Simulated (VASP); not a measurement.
# Al2Ga (P4_2/nmc) in VASP: further runs

Al2Ga is run at these levels: PBE; tasks: single point, relaxation of cell and atoms.

Everything below comes from runs of VASP 6.6.1. Logs are shortened: lines on timing, memory, paths and dates and some standing lists are left out, and cuts for length are marked.

### 1 The cell of the first run

The structure is tetragonal, space group P4_2/nmc (No. 137). Conventional cell: a = 4.135 Å, b = 4.135 Å, c = 5.953 Å, α = 90.00°, β = 90.00°, γ = 90.00°. Within 3.2 Å of Al (site symmetry 2mm) lie 4 Ga at 2.39 to 2.72 Å and 6 Al at 2.98 Å. Ga (site symmetry -4m2) has 8 Al at 2.39 to 2.72 Å within 3.2 Å.

### 2 Single point, PBE

INCAR

```
SYSTEM = Al2Ga
  ALGO = Normal
  EDIFF = 1E-6
  ENCUT = 520
  GGA = PE
  ISIF = 2
  ISMEAR = 0
  LASPH = .True.
  LCHARG = .False.
  LREAL = .False.
  LWAVE = .False.
  NBANDS = 28
  NELM = 100
  PREC = Accurate
  SIGMA = 0.1
```

KPOINTS

```
k-points
0
Gamma
  4 4 4
  0 0 0
```

POSCAR

```
Al2Ga
1.0
    4.1350012299      0.0000000000      0.0000000000
    0.0000000000      4.1350012299      0.0000000000
    0.0000000000      0.0000000000      5.9528103688
Al Ga
4 2
Direct
    0.0000000000      0.5000000000      0.2030000000
    0.0000000000      0.5000000000      0.7030000000
    0.5000000000      0.0000000000      0.2970000000
    0.5000000000      0.0000000000      0.7970000000
    0.0000000000      0.0000000000      0.0000000000
    0.5000000000      0.5000000000      0.5000000000
```

Potentials or basis: VASP PAW PBE potentials, release 64 (Al, Ga_d).

Launch:

```sh
$ cat potpaw_PBE.64/Al/POTCAR potpaw_PBE.64/Ga_d/POTCAR > POTCAR
$ mpirun -np 1 vasp_std > vasp.out
```

OUTCAR:

```text
SYSTEM = Al2Ga
   EDIFF = 1E-6
   ENCUT = 520
   GGA = PE
   ISIF = 2
   ISMEAR = 0
   LASPH = .True.
   LREAL = .False.
   NELM = 100
   PREC = Accurate

 ion  position               nearest neighbor table
   1  0.000  0.500  0.203-   5 2.39   5 2.39   6 2.72   6 2.72   2 2.98   2 2.98   3 2.98   3 2.98
                             3 2.98   3 2.98
   2  0.000  0.500  0.703-   6 2.39   6 2.39   5 2.72   5 2.72   1 2.98   1 2.98   4 2.98   4 2.98
                             4 2.98   4 2.98
   3  0.500  0.000  0.297-   6 2.39   6 2.39   5 2.72   5 2.72   4 2.98   4 2.98   1 2.98   1 2.98
                             1 2.98   1 2.98
   4  0.500  0.000  0.797-   5 2.39   5 2.39   6 2.72   6 2.72   3 2.98   3 2.98   2 2.98   2 2.98
                             2 2.98   2 2.98
   5  0.000  0.000  0.000-   1 2.39   4 2.39   1 2.39   4 2.39   3 2.72   2 2.72   3 2.72   2 2.72

   6  0.500  0.500  0.500-   2 2.39   3 2.39   3 2.39   2 2.39   1 2.72   4 2.72   1 2.72   4 2.72

  LATTYP: Found a simple tetragonal cell.
 ALAT       =     4.1350012299
 C/A-ratio  =     1.4396151386

  Lattice vectors:

 A1 = (   4.1350012299,   0.0000000000,   0.0000000000)
 A2 = (   0.0000000000,   4.1350012299,   0.0000000000)
 A3 = (   0.0000000000,   0.0000000000,   5.9528103688)

Analysis of symmetry for initial positions (statically):
=====================================================================
 Subroutine PRICEL returns:
 Original cell was already a primitive cell.

 Routine SETGRP: Setting up the symmetry group for a
 simple tetragonal supercell.

 Subroutine GETGRP returns: Found 16 space group operations
 (whereof  8 operations were pure point group operations)
 out of a pool of 16 trial point group operations.

The static configuration has the point symmetry D_2d.
 The point group associated with its full space group is D_4h.

Analysis of symmetry for dynamics (positions and initial velocities):
=====================================================================
 Subroutine PRICEL returns:
 Original cell was already a primitive cell.

 Routine SETGRP: Setting up the symmetry group for a
 simple tetragonal supercell.

 Subroutine GETGRP returns: Found 16 space group operations
 (whereof  8 operations were pure point group operations)
 out of a pool of 16 trial point group operations.

The dynamic configuration has the point symmetry D_2d.
 The point group associated with its full space group is D_4h.

 Subroutine INISYM returns: Found 16 space group operations
 (whereof  8 operations are pure point group operations),
 and found     1 'primitive' translations
[... 100 lines left out ...]
   IBRION =     -1    ionic relax: 0-MD 1-quasi-New 2-CG
   NFREE  =      0    steps in history (QN), initial steepest desc. (CG)
   ISIF   =      2    stress and relaxation
   ISYM   =      2    0-nonsym 1-usesym 2-fastsym
   POTIM  = 0.5000    time-step for ionic-motion
   TEBEG  =    0.0;   TEEND  =   0.0 temperature during run
   PSTRESS=    0.0 pullay stress
   NELECT =      38.0000    total number of electrons
   NUPDOWN=      -1.0000    fix difference up-down
   EMIN   =  10.00;   EMAX   =-10.00  energy-range for DOS
   EFERMI =   0.00;   METHOD = LEGACY
   ISMEAR =     0;   SIGMA  =   0.10  broadening in eV -4-tet -1-fermi 0-gaus
   EFERMI_NEDOS =   21; number of points for ismear=-14 and -15
   IALGO  =     38    algorithm
   IMIX   =      4    mixing-type and parameters
     AMIX     =   0.40;   BMIX     =  1.00
     AMIX_MAG =   1.60;   BMIX_MAG =  1.00
  volume/ion in A,a.u.               =      16.96       114.48
  Fermi-wavevector in a.u.,A,eV,Ry     =   1.178813  2.227634 18.906657  1.389600
  Thomas-Fermi vector in A             =   2.315135
   LORBIT       =      0    0 simple, 1 ext, 2 COOP (PROOUT), +10 PAW based schemes
   GGA     = PE    functional components
   LHFCALC =     F    Hartree Fock is set to
   AEXX    =    0.0000 exact exchange contribution
   IVDW    =     0    specifies the selected vdW correction
   LEPSILON=     F    determine dielectric tensor
   LRPA    =     F    only Hartree local field effects (RPA)
 non-spin polarized calculation
 Gauss-broadening in eV      SIGMA  =   0.10
  energy-cutoff  :      520.00
  volume of cell :      101.78
 maximum number of plane-waves:      2762
 NGX is ok and might be reduce to    32
   NGX = 15   NGY = 15   NGZ = 23

 number of electron      37.9999989 magnetization

 Free energy of the ion-electron system (eV)
  ---------------------------------------------------
  ext. energy  EPLUGINS =         0.00000000
  ---------------------------------------------------
  free energy    TOTEN  =       -19.02028990 eV

  energy without entropy =      -19.00549718  energy(sigma->0) =      -19.01289354

 E-fermi :   7.5350     XC(G=0): -10.4137

 val. band max:        7.5056415502   @ k =   0.5000   0.0000   0.5000
 cond. band min:       7.5543147094   @ k =   0.2500   0.0000   0.5000
 fundamental gap:      0.0486731593
 Fermi energy:         7.5349793587

 k-point     1 :       0.0000    0.0000    0.0000
  band No.  band energies     occupation
      1      -7.9421      2.00000
      2      -7.9184      2.00000
      3      -7.8917      2.00000
      4      -7.8917      2.00000
      5      -7.8549      2.00000
      6      -7.8549      2.00000
[... 547 lines left out ...]
     27      16.5005      0.00000
     28      16.5014      0.00000

------------------------ aborting loop because EDIFF is reached ----------------------------------------

  FORCE on cell =-STRESS in cart. coord.  units (eV):
  Direction    XX          YY          ZZ          XY          YZ          ZX
  --------------------------------------------------------------------------------------
  -------------------------------------------------------------------------------------
  Total       10.0225973     10.0225973      5.2282619      0.0000000     -0.0000000      0.0000000
  in kB      157.7674953    157.7674953     82.2990045      0.0000000     -0.0000000      0.0000000
  external PRESSURE =     132.6113317 kB  Pullay stress =       0.0000000 kB

 VOLUME and BASIS-vectors are now :
 -----------------------------------------------------------------------------
  energy-cutoff  :      520.00
  volume of cell :      101.78
      direct lattice vectors                 reciprocal lattice vectors
     4.135001230  0.000000000  0.000000000     0.241837897  0.000000000  0.000000000
     0.000000000  4.135001230  0.000000000     0.000000000  0.241837897  0.000000000
     0.000000000  0.000000000  5.952810369     0.000000000  0.000000000  0.167987881

 POSITION                                       TOTAL-FORCE (eV/Angst)
 -----------------------------------------------------------------------------------
      0.00000      2.06750      1.20842         0.000000     -0.000000      1.227352
      0.00000      2.06750      4.18483         0.000000     -0.000000      1.227352
      2.06750      0.00000      1.76798         0.000000      0.000000     -1.227352
      2.06750      0.00000      4.74439         0.000000     -0.000000     -1.227352
      0.00000      0.00000      0.00000         0.000000     -0.000000      0.000000
      2.06750      2.06750      2.97641         0.000000      0.000000      0.000000
 -----------------------------------------------------------------------------------
    total drift:                                0.000000      0.000000     -0.000000

  FREE ENERGIE OF THE ION-ELECTRON SYSTEM (eV)
  ---------------------------------------------------
  free  energy   TOTEN  =       -19.0202899024 eV

  energy  without entropy=      -19.0054971842  energy(sigma->0) =      -19.01289354
```

OSZICAR:

```text
N       E                     dE             d eps       ncg     rms          rms(c)
DAV:   1     0.222783841661E+03    0.22278E+03   -0.17562E+04  1040   0.180E+03
DAV:   2     0.608812397497E+01   -0.21670E+03   -0.20915E+03  1084   0.420E+02
DAV:   3    -0.185666369198E+02   -0.24655E+02   -0.24061E+02  1208   0.107E+02
DAV:   4    -0.193001525878E+02   -0.73352E+00   -0.72987E+00  1224   0.187E+01
DAV:   5    -0.193231704739E+02   -0.23018E-01   -0.23010E-01  1452   0.328E+00    0.427E+00
DAV:   6    -0.191150267815E+02    0.20814E+00   -0.17228E-01  1384   0.505E+00    0.233E+00
DAV:   7    -0.190208921979E+02    0.94135E-01   -0.16623E-01  1152   0.293E+00    0.349E-01
DAV:   8    -0.190206009459E+02    0.29125E-03   -0.11176E-02  1128   0.926E-01    0.166E-01
DAV:   9    -0.190202791618E+02    0.32178E-03   -0.92551E-04  1436   0.211E-01    0.300E-02
DAV:  10    -0.190202866293E+02   -0.74676E-05   -0.11852E-04  1324   0.131E-01    0.126E-02
DAV:  11    -0.190202900783E+02   -0.34490E-05   -0.18101E-05  1164   0.410E-02    0.311E-03
DAV:  12    -0.190202899024E+02    0.17591E-06   -0.26845E-06   916   0.199E-02
   1 F= -.19020290E+02 E0= -.19012894E+02  d E =-.147927E-01
```

It took 60 s on 1 thread of Oxide Virtual Turin-like, shared host; peak memory 0.19 GiB.

Results:

```yaml
Free_energy: -19.0203 eV
Pressure: 13.3 GPa
Largest_force: 1.227 eV/Å
Band_gap_on_the_k_mesh: zero (band 19 reaches 9.38 eV, above the bottom of band 20 at 5.05 eV)
```

Forces in eV/Å, atoms in the order of the input:
```
Al   0.000  0.000  1.227
Al   0.000  0.000  1.227
Al   0.000  0.000 -1.227
Al   0.000  0.000 -1.227
Ga   0.000  0.000  0.000
Ga   0.000  0.000  0.000
```

Stress tensor (GPa, compression positive):
```
15.78  0.00  0.00
 0.00 15.78  0.00
 0.00  0.00  8.23
```

Caveat: the k points lie up to 0.38 Å⁻¹ apart; forces of over 1 eV/Å act on the atoms, so gaps and moduli don't describe the material at rest.

### 3 Relaxation of cell and atoms, PBE

INCAR

```
SYSTEM = Al2Ga
ALGO     = Normal         ! electronic algorithm
EDIFF    = 1E-7           ! SCF threshold, eV
EDIFFG   = -0.04          ! ionic threshold
ENCUT    = 600            ! plane-wave cutoff, eV
GGA      = PE             ! functional
IBRION   = 2              ! ionic algorithm
ISIF     = 3              ! what is computed and relaxed
ISMEAR   = 0              ! smearing method
LASPH    = .True.         ! aspherical terms in the spheres
LCHARG   = .False.        ! write CHGCAR
LREAL    = .False.        ! projectors in reciprocal space
LWAVE    = .False.        ! write WAVECAR
NELM     = 80             ! most SCF steps
NSW      = 90             ! ionic steps
PREC     = Accurate       ! precision mode
SIGMA    = 0.1            ! smearing width, eV
```

KPOINTS is that of step 2.

POSCAR is that of step 2.

Potentials or basis: VASP PAW PBE potentials, release 64 (Al, Ga_d).

Launch:

```sh
$ cat potpaw_PBE.64/Al/POTCAR potpaw_PBE.64/Ga_d/POTCAR > POTCAR
$ mpirun -np 1 vasp_std > vasp.out
```

OUTCAR:

```text
SYSTEM = Al2Ga
   EDIFF = 1E-7
   EDIFFG = -0.04
   ENCUT = 600
   GGA = PE
   IBRION = 2
   ISIF = 3
   ISMEAR = 0
   LASPH = .True.
   LREAL = .False.
   NELM = 80
   NSW = 90
   PREC = Accurate

 ion  position               nearest neighbor table
   1  0.000  0.500  0.203-   5 2.39   5 2.39   6 2.72   6 2.72   2 2.98   2 2.98   3 2.98   3 2.98
                             3 2.98   3 2.98
   2  0.000  0.500  0.703-   6 2.39   6 2.39   5 2.72   5 2.72   1 2.98   1 2.98   4 2.98   4 2.98
                             4 2.98   4 2.98
   3  0.500  0.000  0.297-   6 2.39   6 2.39   5 2.72   5 2.72   4 2.98   4 2.98   1 2.98   1 2.98
                             1 2.98   1 2.98
   4  0.500  0.000  0.797-   5 2.39   5 2.39   6 2.72   6 2.72   3 2.98   3 2.98   2 2.98   2 2.98
                             2 2.98   2 2.98
   5  0.000  0.000  0.000-   1 2.39   4 2.39   1 2.39   4 2.39   3 2.72   2 2.72   3 2.72   2 2.72

   6  0.500  0.500  0.500-   2 2.39   3 2.39   3 2.39   2 2.39   1 2.72   4 2.72   1 2.72   4 2.72

  LATTYP: Found a simple tetragonal cell.
 ALAT       =     4.1350012299
 C/A-ratio  =     1.4396151386

  Lattice vectors:

 A1 = (   4.1350012299,   0.0000000000,   0.0000000000)
 A2 = (   0.0000000000,   4.1350012299,   0.0000000000)
 A3 = (   0.0000000000,   0.0000000000,   5.9528103688)

Analysis of symmetry for initial positions (statically):
=====================================================================
 Subroutine PRICEL returns:
 Original cell was already a primitive cell.

 Routine SETGRP: Setting up the symmetry group for a
 simple tetragonal supercell.

 Subroutine GETGRP returns: Found 16 space group operations
 (whereof  8 operations were pure point group operations)
 out of a pool of 16 trial point group operations.

The static configuration has the point symmetry D_2d.
 The point group associated with its full space group is D_4h.

Analysis of symmetry for dynamics (positions and initial velocities):
=====================================================================
 Subroutine PRICEL returns:
 Original cell was already a primitive cell.

 Routine SETGRP: Setting up the symmetry group for a
[... 149 lines left out ...]

 number of electron      37.9999992 magnetization

 Free energy of the ion-electron system (eV)
  ---------------------------------------------------
  ext. energy  EPLUGINS =         0.00000000
  ---------------------------------------------------
  free energy    TOTEN  =       -19.02017308 eV

  energy without entropy =      -19.00538051  energy(sigma->0) =      -19.01277679

------------------------ aborting loop because EDIFF is reached ----------------------------------------

  FORCE on cell =-STRESS in cart. coord.  units (eV):
  Direction    XX          YY          ZZ          XY          YZ          ZX
  --------------------------------------------------------------------------------------
  -------------------------------------------------------------------------------------
  Total       10.0180156     10.0180156      5.2242488      0.0000000      0.0000000      0.0000000
  in kB      157.6953734    157.6953734     82.2358335      0.0000000      0.0000000      0.0000000
  external PRESSURE =     132.5421934 kB  Pullay stress =       0.0000000 kB
[... 101 lines left out ...]
  FREE ENERGIE OF THE ION-ELECTRON SYSTEM (eV)
  ---------------------------------------------------
  free  energy   TOTEN  =       -19.8817471016 eV

  energy  without entropy=      -19.8652039761  energy(sigma->0) =      -19.87347554

 E-fermi :   6.2999     XC(G=0): -10.0204

 val. band max:        6.1175526332   @ k =   0.5000   0.5000   0.0000
 cond. band min:       6.3521814807   @ k =   0.2500   0.0000   0.2500
 fundamental gap:      0.2346288475
 Fermi energy:         6.2999494178

 k-point     1 :       0.0000    0.0000    0.0000
  band No.  band energies     occupation
      1      -8.7146      2.00000
      2      -8.6894      2.00000
      3      -8.6733      2.00000
      4      -8.6733      2.00000
      5      -8.6431      2.00000
      6      -8.6431      2.00000
[... 457 lines left out ...]
     22       9.2446      0.00000
     23      10.2343      0.00000

[... ionic steps 4 to 8 ...]

--------------------------------------- Ionic step        9  -------------------------------------------

 number of electron      38.0000018 magnetization

------------------------ aborting loop because EDIFF is reached ----------------------------------------
[... 75 lines left out ...]
--------------------------------------- Ionic step       11  -------------------------------------------

 number of electron      38.0000018 magnetization

 Free energy of the ion-electron system (eV)
  ---------------------------------------------------
  ext. energy  EPLUGINS =         0.00000000
  ---------------------------------------------------
  free energy    TOTEN  =       -20.23331618 eV

  energy without entropy =      -20.21952308  energy(sigma->0) =      -20.22641963

 E-fermi :   5.8601     XC(G=0):  -9.8553

 val. band max:        5.8517400042   @ k =   0.2500   0.0000   0.2500
 cond. band min:       5.9520825923   @ k =   0.5000   0.2500   0.0000
 fundamental gap:      0.1003425881
 Fermi energy:         5.8601089723

 k-point     1 :       0.0000    0.0000    0.0000
  band No.  band energies     occupation
      1      -9.0197      2.00000
      2      -8.9974      2.00000
      3      -8.9833      2.00000
      4      -8.9833      2.00000
      5      -8.9570      2.00000
      6      -8.9570      2.00000
[... 490 lines left out ...]
  FREE ENERGIE OF THE ION-ELECTRON SYSTEM (eV)
  ---------------------------------------------------
  free  energy   TOTEN  =       -20.2333161772 eV

  energy  without entropy=      -20.2195230846  energy(sigma->0) =      -20.22641963

 reached required accuracy - stopping structural energy minimisation
```

CONTCAR:

```text
Al2Ga
   1.00000000000000
     4.5332940907595480    0.0000000000000000    0.0000000000000000
     0.0000000000000000    4.5332940907595480   -0.0000000000000000
     0.0000000000000000    0.0000000000000000    5.6938144410866238
  Al              Ga
     4     2
Direct
     0.0000000000000000    0.5000000000000000    0.2509399263932663
     0.0000000000000000    0.5000000000000000    0.7509399263932665
     0.5000000000000000    0.0000000000000000    0.2490600736067337
     0.5000000000000000    0.0000000000000000    0.7490600736067335
     0.0000000000000000    0.0000000000000000    0.0000000000000000
     0.5000000000000000    0.5000000000000000    0.5000000000000000

  0.00000000E+00  0.00000000E+00  0.00000000E+00
  0.00000000E+00  0.00000000E+00  0.00000000E+00
  0.00000000E+00  0.00000000E+00  0.00000000E+00
  0.00000000E+00  0.00000000E+00  0.00000000E+00
  0.00000000E+00  0.00000000E+00  0.00000000E+00
  0.00000000E+00  0.00000000E+00  0.00000000E+00
```

It took 9.5 min on 1 thread of Oxide Virtual Turin-like, shared host; peak memory 0.23 GiB.

What came out:

* Free energy: -20.2333 eV
* Relaxed volume: 19.50 Å³/atom
* Relaxed cell: a = 4.533 Å, b = 4.533 Å, c = 5.694 Å, α = 90.00°, β = 90.00°, γ = 90.00°
* Space group after relaxing (to 0.05 Å): I4/mmm (No. 139)
* Energy gained by relaxing: 202.2 meV/atom
* Ionic steps: 11
* Pressure after relaxing: 0.1 GPa
* Largest force after relaxing: 0.014 eV/Å
* Band gap on the k mesh: zero (band 19 reaches 8.80 eV, above the bottom of band 20 at 3.59 eV)

Forces in eV/Å, atoms in the order of the input:
```
Al   0.000  0.000 -0.014
Al   0.000  0.000 -0.014
Al   0.000  0.000  0.014
Al   0.000  0.000  0.014
Ga   0.000  0.000  0.000
Ga   0.000  0.000  0.000
```

The path:
| step | energy change (eV) | largest force (eV/Å) | pressure (GPa) | volume (Å³) |
| --- | --- | --- | --- | --- |
| 1 | 0.0000 | 1.2274 | 13.25 | 101.78 |
| 2 | -0.8564 | 0.5621 | -1.90 | 123.83 |
| 3 | -0.8616 | 0.6017 | -1.20 | 121.76 |
| 4 | -0.9559 | 0.5359 | -1.09 | 120.33 |
| 5 | -1.1437 | 0.2983 | 0.24 | 116.02 |
| 6 | -0.8947 | 0.2599 | 7.24 | 107.24 |
| 7 | -1.1699 | 0.2144 | 1.36 | 114.05 |
| 8 | -1.1713 | 0.1018 | 2.57 | 112.31 |
| 9 | -1.2090 | 0.0437 | 0.45 | 116.49 |
| 10 | -1.2090 | 0.0392 | 0.52 | 116.34 |
| 11 | -1.2131 | 0.0143 | 0.06 | 117.01 |

Final structure:
```xyz
6
Lattice="4.5333 0.0000 0.0000 0.0000 4.5333 0.0000 0.0000 0.0000 5.6938" Properties=species:S:1:pos:R:3 pbc="T T T"
Al    0.0000    2.2666    1.4288
Al    0.0000    2.2666    4.2757
Al    2.2666    0.0000    1.4181
Al    2.2666    0.0000    4.2650
Ga    0.0000    0.0000    0.0000
Ga    2.2666    2.2666    2.8469
```

Levels at points of the mesh, in eV from the Fermi level:
```tsv
k point	band 17	band 18	band 19	band 20	band 21	band 22
(0.00, 0.00, 0.00)	-0.83	0.18	0.30	0.30	1.00	1.22
(0.50, 0.00, 0.00)	-1.81	-1.81	-0.55	-0.55	2.80	2.80
(0.50, 0.50, 0.00)	-2.41	-2.41	-1.83	-1.83	-0.04	-0.04
(0.00, 0.00, 0.50)	-2.28	-2.28	-2.27	-2.27	1.22	1.22
(0.50, 0.00, 0.50)	-0.70	-0.70	-0.66	-0.66	0.90	0.90
(0.50, 0.50, 0.50)	-3.71	-3.71	2.94	2.94	2.94	2.94
```

Caveat: the k points lie up to 0.35 Å⁻¹ apart in the final cell.
